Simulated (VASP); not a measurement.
# MgO (P4/mmm) in VASP: further runs

Aim: see how the results for MgO move with the level of theory and the settings. Levels: r2SCAN, HSE06. Tasks: single point.

All numbers are computed with VASP 6.6.1; they aren't measurements. Logs are shortened: lines on timing, memory, paths and dates and some standing lists are left out, and cuts for length are marked.

**1. The cell of the first run**

The structure is tetragonal, space group P4/mmm (No. 123). The conventional cell has a = 2.539 Å, b = 2.539 Å, c = 2.605 Å, α = 90.00°, β = 90.00°, γ = 90.00°. Mg (site symmetry 4/mmm) has 8 O at 2.22 Å and 6 Mg at 2.54 to 2.60 Å within 2.9 Å. Within 2.9 Å of O (site symmetry 4/mmm) lie 8 Mg at 2.22 Å and 6 O at 2.54 to 2.60 Å.

**2. Single point, r2SCAN (epitaxial xy strain -3.2%)**

POSCAR

```
MgO
1.0
    2.5391396215      0.0000000000      0.0000000000
    0.0000000000      2.5391396215      0.0000000000
    0.0000000000      0.0000000000      2.6049512779
Mg O
1 1
Direct
    0.0000000000      0.0000000000      0.0000000000
    0.5000000000      0.5000000000      0.5000000000
```

INCAR.step1

```
SYSTEM = MgO
ALGO     = Normal         ! electronic algorithm
EDIFF    = 1E-4           ! SCF threshold, eV
ENCUT    = 520            ! plane-wave cutoff, eV
GGA      = PE             ! functional
ISMEAR   = 0              ! smearing method
LASPH    = .TRUE.         ! aspherical terms in the spheres
LCHARG   = .FALSE.        ! write CHGCAR
LREAL    = .FALSE.        ! projectors in reciprocal space
LWAVE    = .TRUE.         ! write WAVECAR
NBANDS   = 11             ! bands
NELM     = 100            ! most SCF steps
PREC     = Accurate       ! precision mode
SIGMA    = 0.01           ! smearing width, eV
```

INCAR.step2

```
SYSTEM = MgO
ALGO     = Normal         ! electronic algorithm
EDIFF    = 1E-6           ! SCF threshold, eV
ENCUT    = 520            ! plane-wave cutoff, eV
ISIF     = 2              ! what is computed and relaxed
ISMEAR   = 0              ! smearing method
ISTART   = 1            
LASPH    = .TRUE.         ! aspherical terms in the spheres
LCHARG   = .FALSE.        ! write CHGCAR
LMIXTAU  = .TRUE.       
LREAL    = .FALSE.        ! projectors in reciprocal space
LWAVE    = .FALSE.        ! write WAVECAR
METAGGA  = R2SCAN         ! meta-GGA
NBANDS   = 11             ! bands
NELM     = 100            ! most SCF steps
PREC     = Accurate       ! precision mode
SIGMA    = 0.01           ! smearing width, eV
```

KPOINTS

```
k-points
0
G
  10 10 10
  0 0 0
```

Potentials or basis: VASP PAW PBE potentials, release 64 (Mg, O).

Run with:

```bash
$ cat potpaw_PBE.64/Mg/POTCAR potpaw_PBE.64/O/POTCAR > POTCAR
$ cp INCAR.step1 INCAR
$ mpirun -np 1 vasp_std > vasp.out
$ cp INCAR.step2 INCAR
$ mpirun -np 1 vasp_std > vasp.out
```

OUTCAR:

```text
SYSTEM = MgO
   EDIFF = 1E-6
   ENCUT = 520
   ISIF = 2
   ISMEAR = 0
   ISTART = 1
   LASPH = .TRUE.
   LREAL = .FALSE.
   METAGGA = R2SCAN
   NELM = 100
   PREC = Accurate

 ion  position               nearest neighbor table
   1  0.000  0.000  0.000-   2 2.22   2 2.22   2 2.22   2 2.22   2 2.22   2 2.22   2 2.22   2 2.22

   2  0.500  0.500  0.500-   1 2.22   1 2.22   1 2.22   1 2.22   1 2.22   1 2.22   1 2.22   1 2.22

  LATTYP: Found a simple tetragonal cell.
 ALAT       =     2.5391396215
 C/A-ratio  =     1.0259188805

  Lattice vectors:

 A1 = (   2.5391396215,   0.0000000000,   0.0000000000)
 A2 = (   0.0000000000,   2.5391396215,   0.0000000000)
 A3 = (   0.0000000000,   0.0000000000,   2.6049512779)

Analysis of symmetry for initial positions (statically):
=====================================================================
 Subroutine PRICEL returns:
 Original cell was already a primitive cell.

 Routine SETGRP: Setting up the symmetry group for a
 simple tetragonal supercell.

 Subroutine GETGRP returns: Found 16 space group operations
 (whereof 16 operations were pure point group operations)
 out of a pool of 16 trial point group operations.

The static configuration has the point symmetry D_4h.

Analysis of symmetry for dynamics (positions and initial velocities):
=====================================================================
 Subroutine PRICEL returns:
 Original cell was already a primitive cell.

 Routine SETGRP: Setting up the symmetry group for a
 simple tetragonal supercell.

 Subroutine GETGRP returns: Found 16 space group operations
 (whereof 16 operations were pure point group operations)
 out of a pool of 16 trial point group operations.

The dynamic configuration has the point symmetry D_4h.

 Subroutine INISYM returns: Found 16 space group operations
 (whereof 16 operations are pure point group operations),
 and found     1 'primitive' translations

----------------------------------------------------------------------------------------

                                     Primitive cell

  volume of cell :      16.7947

  direct lattice vectors                    reciprocal lattice vectors
     2.539139621  0.000000000  0.000000000     0.393834192  0.000000000  0.000000000
     0.000000000  2.539139621  0.000000000     0.000000000  0.393834192  0.000000000
     0.000000000  0.000000000  2.604951278     0.000000000  0.000000000  0.383884339

  length of vectors
     2.539139621  2.539139621  2.604951278     0.393834192  0.393834192  0.383884339

  position of ions in fractional coordinates (direct lattice)
     0.000000000  0.000000000  0.000000000
     0.500000000  0.500000000  0.500000000

  ion indices of the primitive-cell ions
   primitive index   ion index
                 1           1
                 2           2

----------------------------------------------------------------------------------------

 KPOINTS: k-points

Automatic generation of k-mesh.
 Grid dimensions read from file:
 generate k-points for:   10   10   10

 Generating k-lattice:

  Cartesian coordinates                     Fractional coordinates (reciprocal lattice)
     0.039383419  0.000000000  0.000000000     0.100000000  0.000000000  0.000000000
     0.000000000  0.039383419  0.000000000     0.000000000  0.100000000  0.000000000
     0.000000000  0.000000000  0.038388434     0.000000000  0.000000000  0.100000000

  Length of vectors
     0.039383419  0.039383419  0.038388434

  Shift w.r.t. Gamma in fractional coordinates (k-lattice)
     0.000000000  0.000000000  0.000000000

 Subroutine IBZKPT returns following result:
 ===========================================

 Found    126 irreducible k-points:

 Following reciprocal coordinates:
            Coordinates               Weight
  0.000000  0.000000  0.000000      1.000000
  0.100000  0.000000  0.000000      4.000000
  0.200000  0.000000  0.000000      4.000000
  0.300000  0.000000  0.000000      4.000000
  0.400000  0.000000  0.000000      4.000000
  0.500000  0.000000  0.000000      2.000000
[... 16 lines left out ...]
  0.100000  0.000000  0.100000      8.000000
  0.200000  0.000000  0.100000      8.000000
 [... further k-points ...]
   k-points           NKPTS =    126   k-points in BZ     NKDIM =    126   number of bands    NBANDS=     11
   number of dos      NEDOS =    301   number of ions     NIONS =      2
   total plane-waves  NPLWV =   8000
   dimension x,y,z NGX =    20 NGY =   20 NGZ =   20
   dimension x,y,z NGXF=    40 NGYF=   40 NGZF=   40
   ions per type =               1   1
   NGX,Y,Z   is equivalent  to a cutoff of  13.09, 13.09, 12.76 a.u.
   NGXF,Y,Z  is equivalent  to a cutoff of  26.19, 26.19, 25.53 a.u.
 SYSTEM =  MgO
   PREC   = accura    normal or accurate (medium, high low for compatibility)
   ISTART =      1    job   : 0-new  1-cont  2-samecut
   ICHARG =      0    charge: 1-file 2-atom 10-const
   ISPIN  =      1    spin polarized calculation?
   LNONCOLLINEAR =      F non collinear calculations
   LSORBIT =      F    spin-orbit coupling
   LASPH  =      T    aspherical Exc in radial PAW
   ENCUT  =  520.0 eV  38.22 Ry    6.18 a.u.   4.72  4.72  4.84*2*pi/ulx,y,z
   NELM   =    100;   NELMIN=  2; NELMDL=  0     # of ELM steps
   EDIFF  = 0.1E-05   stopping-criterion for ELM
   LREAL  =      F    real-space projection
   EDIFFG = 0.1E-04   stopping-criterion for IOM
   NSW    =      0    number of steps for IOM
   IBRION =     -1    ionic relax: 0-MD 1-quasi-New 2-CG
   NFREE  =      0    steps in history (QN), initial steepest desc. (CG)
   ISIF   =      2    stress and relaxation
   ISYM   =      2    0-nonsym 1-usesym 2-fastsym
   POTIM  = 0.5000    time-step for ionic-motion
   TEBEG  =    0.0;   TEEND  =   0.0 temperature during run
   PSTRESS=    0.0 pullay stress
   NELECT =       8.0000    total number of electrons
   NUPDOWN=      -1.0000    fix difference up-down
   EMIN   =  10.00;   EMAX   =-10.00  energy-range for DOS
   EFERMI =   0.00;   METHOD = LEGACY
   ISMEAR =     0;   SIGMA  =   0.01  broadening in eV -4-tet -1-fermi 0-gaus
   EFERMI_NEDOS =   21; number of points for ismear=-14 and -15
   IALGO  =     38    algorithm
   IMIX   =      4    mixing-type and parameters
     AMIX     =   0.40;   BMIX     =  1.00
     AMIX_MAG =   1.60;   BMIX_MAG =  1.00
  volume/ion in A,a.u.               =       8.40        56.67
  Fermi-wavevector in a.u.,A,eV,Ry     =   1.278539  2.416088 22.240919  1.634661
  Thomas-Fermi vector in A             =   2.411076
   LORBIT       =      0    0 simple, 1 ext, 2 COOP (PROOUT), +10 PAW based schemes
   METAGGA = R2SCAN    functional components
   LHFCALC =     F    Hartree Fock is set to
   AEXX    =    0.0000 exact exchange contribution
   IVDW    =     0    specifies the selected vdW correction
   LEPSILON=     F    determine dielectric tensor
   LRPA    =     F    only Hartree local field effects (RPA)
 non-spin polarized calculation
 Gauss-broadening in eV      SIGMA  =   0.01
  energy-cutoff  :      520.00
  volume of cell :       16.79
 maximum number of plane-waves:       466
 NGX is ok and might be reduce to    20
   NGX =  9   NGY =  9   NGZ =  9

 number of electron       8.0000004 magnetization

 Free energy of the ion-electron system (eV)
  ---------------------------------------------------
  ext. energy  EPLUGINS =         0.00000000
  ---------------------------------------------------
  free energy    TOTEN  =       -14.46865406 eV

  energy without entropy =      -14.46865406  energy(sigma->0) =      -14.46865406

 E-fermi :   5.7754     XC(G=0): -12.2641

 val. band max:        5.6025404876   @ k =   0.5000   0.0000   0.5000
 cond. band min:       9.6663116785   @ k =   0.0000   0.0000   0.0000
 fundamental gap:      4.0637711909
 Fermi energy:         5.7753772595

 k-point     1 :       0.0000    0.0000    0.0000
  band No.  band energies     occupation
      1     -14.6016      2.00000
      2       4.0738      2.00000
      3       4.5083      2.00000
      4       4.5083      2.00000
      5       9.6663      0.00000
      6      16.8812      0.00000
      7      17.3784      0.00000
      8      28.1502      0.00000
      9      28.9339      0.00000
     10      28.9339      0.00000
     11      35.2452      0.00000

 k-point     2 :       0.1000    0.0000    0.0000
  band No.  band energies     occupation
      1     -14.4862      2.00000
      2       3.6530      2.00000
      3       4.1225      2.00000
      4       4.5542      2.00000
      5      10.2219      0.00000
      6      17.1612      0.00000
      7      17.6671      0.00000
      8      27.8865      0.00000
      9      28.7275      0.00000
     10      29.0739      0.00000
     11      34.2162      0.00000

 k-point     3 :       0.2000    0.0000    0.0000
  band No.  band energies     occupation
      1     -14.1664      2.00000
      2       1.9146      2.00000
      3       4.2528      2.00000
      4       4.6768      2.00000
      5      11.2895      0.00000
      6      17.8922      0.00000
      7      18.1730      0.00000
      8      27.1171      0.00000
      9      28.1013      0.00000
     10      29.8574      0.00000
     11      32.4792      0.00000
[... 267 lines left out ...]
 k-point    23 :       0.1000    0.0000    0.1000
  band No.  band energies     occupation
      1     -14.3832      2.00000
      2       3.2415      2.00000
      3       3.8129      2.00000
      4       4.5944      2.00000
      5      10.7964      0.00000
      6      17.4268      0.00000
      7      17.8488      0.00000
      8      27.4464      0.00000
      9      28.5150      0.00000
     10      29.3938      0.00000
     11      32.7017      0.00000

 k-point    24 :       0.2000    0.0000    0.1000
  band No.  band energies     occupation
      1     -14.0691      2.00000
      2       1.9705      2.00000
      3       3.5798      2.00000
      4       4.7203      2.00000
      5      11.8047      0.00000
      6      18.0459      0.00000
      7      18.2518      0.00000
      8      26.5054      0.00000
      9      28.0480      0.00000
     10      30.5380      0.00000
     11      30.6717      0.00000

 [... further k-points ...]

------------------------ aborting loop because EDIFF is reached ----------------------------------------

  FORCE on cell =-STRESS in cart. coord.  units (eV):
  Direction    XX          YY          ZZ          XY          YZ          ZX
  --------------------------------------------------------------------------------------
  -------------------------------------------------------------------------------------
  Total        1.9673608      1.9673608     -0.1516461      0.0000000      0.0000000      0.0000000
  in kB      187.6816597    187.6816597    -14.4666836      0.0000000      0.0000000      0.0000000
  external PRESSURE =     120.2988786 kB  Pullay stress =       0.0000000 kB

 VOLUME and BASIS-vectors are now :
 -----------------------------------------------------------------------------
  energy-cutoff  :      520.00
  volume of cell :       16.79
      direct lattice vectors                 reciprocal lattice vectors
     2.539139621  0.000000000  0.000000000     0.393834192  0.000000000  0.000000000
     0.000000000  2.539139621  0.000000000     0.000000000  0.393834192  0.000000000
     0.000000000  0.000000000  2.604951278     0.000000000  0.000000000  0.383884339

 POSITION                                       TOTAL-FORCE (eV/Angst)
 -----------------------------------------------------------------------------------
      0.00000      0.00000      0.00000         0.000000      0.000000      0.000000
      1.26957      1.26957      1.30248         0.000000      0.000000      0.000000
 -----------------------------------------------------------------------------------
    total drift:                                0.000000      0.000000      0.000000

  FREE ENERGIE OF THE ION-ELECTRON SYSTEM (eV)
  ---------------------------------------------------
  free  energy   TOTEN  =       -14.4686540613 eV

  energy  without entropy=      -14.4686540613  energy(sigma->0) =      -14.46865406
```

Wall time 28 s (1 thread of Intel Xeon 6975P-C (Granite Rapids), shared host); peak memory 0.14 GiB.

Results:

```yaml
Free_energy: -14.4687 eV
Pressure: 12.0 GPa
Band_gap_on_the_k_mesh: 4.06 eV (least direct gap 5.16 eV)
```

Stress tensor (GPa, compression positive):
```
18.77  0.00  0.00
 0.00 18.77  0.00
 0.00  0.00 -1.45
```

Caveat: the cell differs from its parent crystal (epitaxial xy strain -3.2%); the stress differs along the axes, from -1 to 19 GPa; the structure was generated, so it needn't be the stable form of MgO; the PAW data sets were made with another functional, which shifts forces and pressure a little. A k mesh can miss the band edges.

**3. Single point, r2SCAN (biaxial xy strain +0.4%)**

POSCAR

```
MgO
1.0
    2.6333178552      0.0000000000      0.0000000000
    0.0000000000      2.6333178552      0.0000000000
    0.0000000000      0.0000000000      2.6233491285
Mg O
1 1
Direct
    0.0000000000      0.0000000000      0.0000000000
    0.5000000000      0.5000000000      0.5000000000
```

INCAR.step1

```
ALGO     = Normal         # electronic algorithm
EDIFF    = 1E-4           # SCF threshold, eV
ENCUT    = 520            # plane-wave cutoff, eV
GGA      = PE             # functional
ISMEAR   = 0              # smearing method
LASPH    = T              # aspherical terms in the spheres
LCHARG   = F              # write CHGCAR
LREAL    = F              # projectors in reciprocal space
LWAVE    = T              # write WAVECAR
NBANDS   = 11             # bands
NELM     = 100            # most SCF steps
PREC     = Accurate       # precision mode
SIGMA    = 0.01           # smearing width, eV
```

INCAR.step2

```
ALGO     = Normal         # electronic algorithm
EDIFF    = 1E-6           # SCF threshold, eV
ENCUT    = 520            # plane-wave cutoff, eV
ISIF     = 2              # what is computed and relaxed
ISMEAR   = 0              # smearing method
ISTART   = 1            
LASPH    = T              # aspherical terms in the spheres
LCHARG   = T              # write CHGCAR
LELF     = T              # ELF
LMIXTAU  = T            
LREAL    = F              # projectors in reciprocal space
LVHAR    = T            
LWAVE    = F              # write WAVECAR
METAGGA  = R2SCAN         # meta-GGA
NBANDS   = 11             # bands
NELM     = 100            # most SCF steps
PREC     = Accurate       # precision mode
SIGMA    = 0.01           # smearing width, eV
```

KPOINTS

```
k-points
0
Gamma
  10 10 10
```

Potentials or basis: VASP PAW PBE potentials, release 64 (Mg, O).

Run with:

```bash
$ cat potpaw_PBE.64/Mg/POTCAR potpaw_PBE.64/O/POTCAR > POTCAR
$ cp INCAR.step1 INCAR
$ mpirun -np 1 vasp_std > vasp.out
$ cp INCAR.step2 INCAR
$ mpirun -np 1 vasp_std > vasp.out
```

It took 27 s on 1 thread of Intel Xeon 6975P-C (Granite Rapids), shared host; peak memory 0.14 GiB.

The run converged. Its results:

```
Free energy            : -14.5259 eV
Pressure               : -2.3 GPa
Band gap on the k mesh : 3.35 eV (least direct gap 4.39 eV)
```

Stress tensor (GPa, compression positive):
```
-3.22  0.00  0.00
 0.00 -3.22  0.00
 0.00  0.00 -0.59
```

Levels at points of the mesh, in eV from the valence-band top:
```csv
k point,band 1,band 2,band 3,band 4,band 5,band 6,band 7,band 8
"(0.00, 0.00, 0.00)",-19.56,-1.10,-1.10,-1.04,3.35,11.38,11.46,21.70
"(0.50, 0.00, 0.00)",-18.36,-6.59,-0.63,-0.58,7.93,10.51,15.73,18.49
"(0.50, 0.50, 0.00)",-17.50,-4.85,-4.85,0.00,5.79,13.36,13.36,14.44
"(0.00, 0.00, 0.50)",-18.34,-6.57,-0.62,-0.62,7.89,10.55,15.74,18.45
"(0.50, 0.00, 0.50)",-17.48,-4.83,-4.83,-0.04,5.85,13.31,13.38,14.33
"(0.50, 0.50, 0.50)",-16.63,-3.78,-3.77,-3.77,8.33,8.36,8.36,17.75
```

Caveat: the cell differs from its parent crystal (biaxial xy strain +0.4%); the structure was generated, so it needn't be the stable form of MgO; the PAW data sets were made with another functional, which shifts forces and pressure a little. A k mesh can miss the band edges.

**4. Single point, HSE06 (epitaxial xy strain -3.2%)**

POSCAR

```
MgO
1.0
    2.5391396215      0.0000000000      0.0000000000
    0.0000000000      2.5391396215      0.0000000000
    0.0000000000      0.0000000000      2.6049512779
Mg O
1 1
Direct
    0.0000000000      0.0000000000      0.0000000000
    0.5000000000      0.5000000000      0.5000000000
```

INCAR.step1

```
SYSTEM = MgO
ALGO = Normal
EDIFF = 1E-5
ENCUT = 520
GGA = PE
ISIF = 2
ISMEAR = 0
LASPH = .True.
LREAL = .False.
LWAVE = .True.
NBANDS = 11
NELM = 100
PREC = Accurate
SIGMA = 0.01
```

INCAR.step2

```
SYSTEM = MgO
ALGO = Normal
EDIFF = 1E-7
ENCUT = 520
GGA = PE
HFSCREEN = 0.2079
ISIF = 2
ISMEAR = 0
ISTART = 1
LASPH = .True.
LCHARG = .True.
LELF = .True.
LHFCALC = .True.
LREAL = .False.
LVHAR = .True.
LWAVE = .False.
NBANDS = 11
NELM = 100
PREC = Accurate
PRECFOCK = Normal
SIGMA = 0.01
```

KPOINTS

```
k-points
0
Gamma
  6 6 6
  0 0 0
```

Run with:

```bash
$ cat potpaw_PBE.64/Mg/POTCAR potpaw_PBE.64/O/POTCAR > POTCAR
$ cp INCAR.step1 INCAR
$ mpirun -np 1 vasp_std > vasp.out
$ cp INCAR.step2 INCAR
$ mpirun -np 1 vasp_std > vasp.out
```

It took 5.9 min on 1 thread of Intel Xeon 6975P-C (Granite Rapids), shared host; peak memory 0.23 GiB.

Results (log left out):

- Free energy: -12.5449 eV
- Pressure: 12.1 GPa
- Band gap on the k mesh: 4.80 eV (least direct gap 5.94 eV)

Stress tensor (GPa, compression positive):
```
18.76  0.00  0.00
 0.00 18.76  0.00
 0.00  0.00 -1.19
```

Levels at points of the mesh, in eV from the valence-band top:
| k point | band 1 | band 2 | band 3 | band 4 | band 5 | band 6 | band 7 | band 8 |
| --- | --- | --- | --- | --- | --- | --- | --- | --- |
| (0.00, 0.00, 0.00) | -20.89 | -1.56 | -1.14 | -1.14 | 4.80 | 12.03 | 12.52 | 23.50 |
| (0.50, 0.00, 0.00) | -19.35 | -7.55 | -0.99 | -0.61 | 9.31 | 12.46 | 16.89 | 19.63 |
| (0.50, 0.50, 0.00) | -18.25 | -5.53 | -5.53 | -0.25 | 7.04 | 15.11 | 15.11 | 15.36 |
| (0.00, 0.00, 0.50) | -19.50 | -7.68 | -0.69 | -0.69 | 9.65 | 12.22 | 16.84 | 19.89 |
| (0.50, 0.00, 0.50) | -18.39 | -5.68 | -5.60 | 0.00 | 6.66 | 15.03 | 15.49 | 16.15 |
| (0.50, 0.50, 0.50) | -17.29 | -4.46 | -4.46 | -4.37 | 9.40 | 9.40 | 9.60 | 19.90 |

Caveat: the cell differs from its parent crystal (epitaxial xy strain -3.2%); the stress differs along the axes, from -1 to 19 GPa; the structure was generated, so it needn't be the stable form of MgO; the PAW data sets were made with another functional, which shifts forces and pressure a little. A k mesh can miss the band edges.

[end of part 1 of 2]
